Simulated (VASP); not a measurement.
# Al (Pm-3m) in VASP: single point with PBEsol

Aim: the single point of Al with PBEsol.

Program: VASP 6.6.1. These are calculated values, not measurements. Logs are shortened: lines on timing, memory, paths and dates and some standing lists are left out, and cuts for length are marked.

**1. The cell of the first run**

It takes space group Pm-3m (No. 221, cubic). The conventional cell has a = 3.092 Å, b = 3.092 Å, c = 3.092 Å, α = 90.00°, β = 90.00°, γ = 90.00°. Al (site symmetry m-3m) has 6 Al at 3.09 Å within 4.1 Å.

**2. Single point, PBEsol**

Input file INCAR:

```
PREC = Accurate ; ENCUT = 500
EDIFF = 1E-6 ; ISMEAR = 0
SIGMA = 0.15 ; LREAL = F
LASPH = T ; NELM = 120
ALGO = Normal ; ISIF = 2
LWAVE = F ; LCHARG = F
GGA = PS ; NBANDS = 8
GGA_COMPAT = F
```

Input file KPOINTS:

```
regular mesh
0
Gamma
  8 8 8
```

Input file POSCAR:

```
Al
1.0
    3.0915500000      0.0000000000      0.0000000000
    0.0000000000      3.0915500000      0.0000000000
    0.0000000000      0.0000000000      3.0915500000
Al
1
Direct
    0.0000000000      0.0000000000      0.0000000000
```

Potentials or basis: VASP PAW PBE potentials, release 64 (Al).

The run is started by

```bash
cat potpaw_PBE.64/Al/POTCAR > POTCAR
mpirun -np 1 vasp_std > vasp.out
```

OUTCAR:

```text
PREC = Accurate
   ENCUT = 500
   EDIFF = 1E-6
   ISMEAR = 0
   LREAL = F
   LASPH = T
   NELM = 120
   ISIF = 2
   GGA = PS

 ion  position               nearest neighbor table
   1  0.000  0.000  0.000-

  LATTYP: Found a simple cubic cell.
 ALAT       =     3.0915500000

  Lattice vectors:

 A1 = (   3.0915500000,   0.0000000000,   0.0000000000)
 A2 = (   0.0000000000,   3.0915500000,   0.0000000000)
 A3 = (   0.0000000000,   0.0000000000,   3.0915500000)

Analysis of symmetry for initial positions (statically):
=====================================================================
 Subroutine PRICEL returns:
 Original cell was already a primitive cell.

 Routine SETGRP: Setting up the symmetry group for a
 simple cubic supercell.

 Subroutine GETGRP returns: Found 48 space group operations
 (whereof 48 operations were pure point group operations)
 out of a pool of 48 trial point group operations.

The static configuration has the point symmetry O_h .

Analysis of symmetry for dynamics (positions and initial velocities):
=====================================================================
 Subroutine PRICEL returns:
 Original cell was already a primitive cell.

 Routine SETGRP: Setting up the symmetry group for a
 simple cubic supercell.

 Subroutine GETGRP returns: Found 48 space group operations
 (whereof 48 operations were pure point group operations)
 out of a pool of 48 trial point group operations.

The dynamic configuration has the point symmetry O_h .

 Subroutine INISYM returns: Found 48 space group operations
 (whereof 48 operations are pure point group operations),
 and found     1 'primitive' translations

----------------------------------------------------------------------------------------

                                     Primitive cell

  volume of cell :      29.5480

  direct lattice vectors                    reciprocal lattice vectors
     3.091550000  0.000000000  0.000000000     0.323462341  0.000000000  0.000000000
     0.000000000  3.091550000  0.000000000     0.000000000  0.323462341  0.000000000
     0.000000000  0.000000000  3.091550000     0.000000000  0.000000000  0.323462341

  length of vectors
     3.091550000  3.091550000  3.091550000     0.323462341  0.323462341  0.323462341

  position of ions in fractional coordinates (direct lattice)
     0.000000000  0.000000000  0.000000000

  ion indices of the primitive-cell ions
   primitive index   ion index
                 1           1

----------------------------------------------------------------------------------------

 KPOINTS: regular mesh

Automatic generation of k-mesh.
 Grid dimensions read from file:
 generate k-points for:    8    8    8

 Generating k-lattice:

  Cartesian coordinates                     Fractional coordinates (reciprocal lattice)
     0.040432793  0.000000000  0.000000000     0.125000000  0.000000000  0.000000000
     0.000000000  0.040432793  0.000000000     0.000000000  0.125000000  0.000000000
     0.000000000  0.000000000  0.040432793     0.000000000  0.000000000  0.125000000

  Length of vectors
     0.040432793  0.040432793  0.040432793

  Shift w.r.t. Gamma in fractional coordinates (k-lattice)
     0.000000000  0.000000000  0.000000000

 Subroutine IBZKPT returns following result:
 ===========================================

 Found     35 irreducible k-points:

 Following reciprocal coordinates:
            Coordinates               Weight
  0.000000  0.000000  0.000000      1.000000
  0.125000  0.000000  0.000000      6.000000
  0.250000  0.000000  0.000000      6.000000
  0.375000  0.000000  0.000000      6.000000
  0.500000  0.000000  0.000000      3.000000
  0.125000  0.125000  0.000000     12.000000
[... 16 lines left out ...]
  0.375000  0.375000  0.125000     24.000000
  0.500000  0.375000  0.125000     24.000000
 [... further k-points ...]
   k-points           NKPTS =     35   k-points in BZ     NKDIM =     35   number of bands    NBANDS=      8
   number of dos      NEDOS =    301   number of ions     NIONS =      1
   total plane-waves  NPLWV =  13824
   dimension x,y,z NGX =    24 NGY =   24 NGZ =   24
   dimension x,y,z NGXF=    48 NGYF=   48 NGZF=   48
   ions per type =               1
   NGX,Y,Z   is equivalent  to a cutoff of  12.91, 12.91, 12.91 a.u.
   NGXF,Y,Z  is equivalent  to a cutoff of  25.81, 25.81, 25.81 a.u.
 SYSTEM =  unknown system
   PREC   = accura    normal or accurate (medium, high low for compatibility)
   ISTART =      0    job   : 0-new  1-cont  2-samecut
   ICHARG =      2    charge: 1-file 2-atom 10-const
   ISPIN  =      1    spin polarized calculation?
   LNONCOLLINEAR =      F non collinear calculations
   LSORBIT =      F    spin-orbit coupling
   LASPH  =      T    aspherical Exc in radial PAW
   ENCUT  =  500.0 eV  36.75 Ry    6.06 a.u.   5.64  5.64  5.64*2*pi/ulx,y,z
   NELM   =    120;   NELMIN=  2; NELMDL= -5     # of ELM steps
   EDIFF  = 0.1E-05   stopping-criterion for ELM
   LREAL  =      F    real-space projection
   EDIFFG = 0.1E-04   stopping-criterion for IOM
   NSW    =      0    number of steps for IOM
   IBRION =     -1    ionic relax: 0-MD 1-quasi-New 2-CG
   NFREE  =      0    steps in history (QN), initial steepest desc. (CG)
   ISIF   =      2    stress and relaxation
   ISYM   =      2    0-nonsym 1-usesym 2-fastsym
   POTIM  = 0.5000    time-step for ionic-motion
   TEBEG  =    0.0;   TEEND  =   0.0 temperature during run
   PSTRESS=    0.0 pullay stress
   NELECT =       3.0000    total number of electrons
   NUPDOWN=      -1.0000    fix difference up-down
   EMIN   =  10.00;   EMAX   =-10.00  energy-range for DOS
   EFERMI =   0.00;   METHOD = LEGACY
   ISMEAR =     0;   SIGMA  =   0.15  broadening in eV -4-tet -1-fermi 0-gaus
   EFERMI_NEDOS =   21; number of points for ismear=-14 and -15
   IALGO  =     38    algorithm
   IMIX   =      4    mixing-type and parameters
     AMIX     =   0.40;   BMIX     =  1.00
     AMIX_MAG =   1.60;   BMIX_MAG =  1.00
  volume/ion in A,a.u.               =      29.55       199.40
  Fermi-wavevector in a.u.,A,eV,Ry     =   0.763728  1.443238  7.936022  0.583281
  Thomas-Fermi vector in A             =   1.863474
   LORBIT       =      0    0 simple, 1 ext, 2 COOP (PROOUT), +10 PAW based schemes
   GGA     = PS    functional components
   LHFCALC =     F    Hartree Fock is set to
   AEXX    =    0.0000 exact exchange contribution
   IVDW    =     0    specifies the selected vdW correction
   LEPSILON=     F    determine dielectric tensor
   LRPA    =     F    only Hartree local field effects (RPA)
 non-spin polarized calculation
 Gauss-broadening in eV      SIGMA  =   0.15
  energy-cutoff  :      500.00
  volume of cell :       29.55
 maximum number of plane-waves:       768
 NGX is ok and might be reduce to    24
   NGX = 11   NGY = 11   NGZ = 11

 number of electron       3.0000000 magnetization

 Free energy of the ion-electron system (eV)
  ---------------------------------------------------
  ext. energy  EPLUGINS =         0.00000000
  ---------------------------------------------------
  free energy    TOTEN  =        -3.26657833 eV

  energy without entropy =       -3.25970489  energy(sigma->0) =       -3.26314161

 E-fermi :   2.6584     XC(G=0):  -8.2258

 val. band max:        2.6204956078   @ k =   0.5000   0.3750   0.2500
 cond. band min:       2.6672891670   @ k =   0.5000   0.5000   0.1250
 fundamental gap:      0.0467935592
 Fermi energy:         2.6584021136

 k-point     1 :       0.0000    0.0000    0.0000
  band No.  band energies     occupation
      1      -4.8357      2.00000
      2       9.4203      0.00000
      3       9.4203      0.00000
      4       9.4203      0.00000
      5       9.8983      0.00000
      6       9.8983      0.00000
      7      13.9260      0.00000
      8      21.8986      0.00000

 k-point     2 :       0.1250    0.0000    0.0000
  band No.  band energies     occupation
      1      -4.6030      2.00000
      2       6.6179      0.00000
      3       9.6160      0.00000
      4       9.6160      0.00000
      5      10.0933      0.00000
      6      12.0662      0.00000
      7      15.1057      0.00000
      8      20.2139      0.00000

 k-point     3 :       0.2500    0.0000    0.0000
  band No.  band energies     occupation
      1      -3.9146      2.00000
      2       3.7873      0.00000
      3      10.1855      0.00000
      4      10.1855      0.00000
      5      10.6432      0.00000
      6      13.3361      0.00000
      7      17.7333      0.00000
      8      17.7334      0.00000

 k-point     4 :       0.3750    0.0000    0.0000
  band No.  band energies     occupation
      1      -2.8261      2.00000
      2       1.3828      2.00000
      3      11.0278      0.00000
      4      11.0278      0.00000
      5      11.3833      0.00000
      6      14.5914      0.00000
      7      15.6557      0.00000
      8      15.6557      0.00000

 k-point     5 :       0.5000    0.0000    0.0000
  band No.  band energies     occupation
      1      -1.8947      2.00000
      2       0.0091      2.00000
      3      11.5999      0.00000
      4      11.5999      0.00000
      5      11.8019      0.00000
      6      14.6640      0.00000
      7      14.6640      0.00000
      8      15.7037      0.00000
[... 177 lines left out ...]
 k-point    22 :       0.5000    0.2500    0.1250
  band No.  band energies     occupation
      1      -0.7260      2.00000
      2       1.0673      2.00000
      3       6.5140      0.00000
      4       9.2207      0.00000
      5      10.3367      0.00000
      6      12.7696      0.00000
      7      17.0406      0.00000
      8      17.5495      0.00000

 k-point    23 :       0.3750    0.3750    0.1250
  band No.  band energies     occupation
      1      -0.5781      2.00000
      2       3.1180      0.00001
      3       3.7973      0.00000
      4       8.0267      0.00000
      5      10.5354      0.00000
      6      14.6685      0.00000
      7      14.8267      0.00000
      8      17.7414      0.00000

 k-point    24 :       0.5000    0.3750    0.1250
  band No.  band energies     occupation
      1       0.4048      2.00000
      2       2.0075      2.00000
      3       4.2084      0.00000
      4       6.8925      0.00000
      5      11.2018      0.00000
      6      13.6456      0.00000
      7      15.3081      0.00000
      8      18.3694      0.00000

 [... further k-points ...]
[... 5 lines left out ...]
  --------------------------------------------------------------------------------------
  -------------------------------------------------------------------------------------
  Total       -1.8045062     -1.8045062     -1.8045062     -0.0000000     -0.0000000     -0.0000000
  in kB      -97.8453385    -97.8453385    -97.8453385     -0.0000000     -0.0000000     -0.0000000
  external PRESSURE =     -97.8453385 kB  Pullay stress =       0.0000000 kB

 VOLUME and BASIS-vectors are now :
 -----------------------------------------------------------------------------
  energy-cutoff  :      500.00
  volume of cell :       29.55
      direct lattice vectors                 reciprocal lattice vectors
     3.091550000  0.000000000  0.000000000     0.323462341  0.000000000  0.000000000
     0.000000000  3.091550000  0.000000000     0.000000000  0.323462341  0.000000000
     0.000000000  0.000000000  3.091550000     0.000000000  0.000000000  0.323462341

 POSITION                                       TOTAL-FORCE (eV/Angst)
 -----------------------------------------------------------------------------------
      0.00000      0.00000      0.00000         0.000000      0.000000      0.000000
 -----------------------------------------------------------------------------------
    total drift:                               -0.000000     -0.000000      0.000000

  FREE ENERGIE OF THE ION-ELECTRON SYSTEM (eV)
  ---------------------------------------------------
  free  energy   TOTEN  =        -3.2665783332 eV

  energy  without entropy=       -3.2597048920  energy(sigma->0) =       -3.26314161
```

Run time: 3 s. Hardware: 1 thread of Intel Xeon Platinum 8488C (Sapphire Rapids), shared host; peak memory 0.13 GiB.

What came out:

```
Free energy : -3.2666 eV
Pressure    : -9.8 GPa
```

Levels at points of the mesh, in eV from the Fermi level:
| k point | band 1 | band 2 | band 3 | band 4 | band 5 |
| --- | --- | --- | --- | --- | --- |
| (0.00, 0.00, 0.00) | -7.49 | 6.76 | 6.76 | 6.76 | 7.24 |
| (0.50, 0.00, 0.00) | -4.55 | -2.65 | 8.94 | 8.94 | 9.14 |
| (0.50, 0.50, 0.00) | -1.36 | -0.20 | -0.20 | 2.88 | 11.00 |
| (0.50, 0.50, 0.50) | 2.08 | 2.08 | 2.08 | 2.65 | 5.46 |

Caveat: the PAW data sets were made with another functional, which shifts forces and pressure a little.
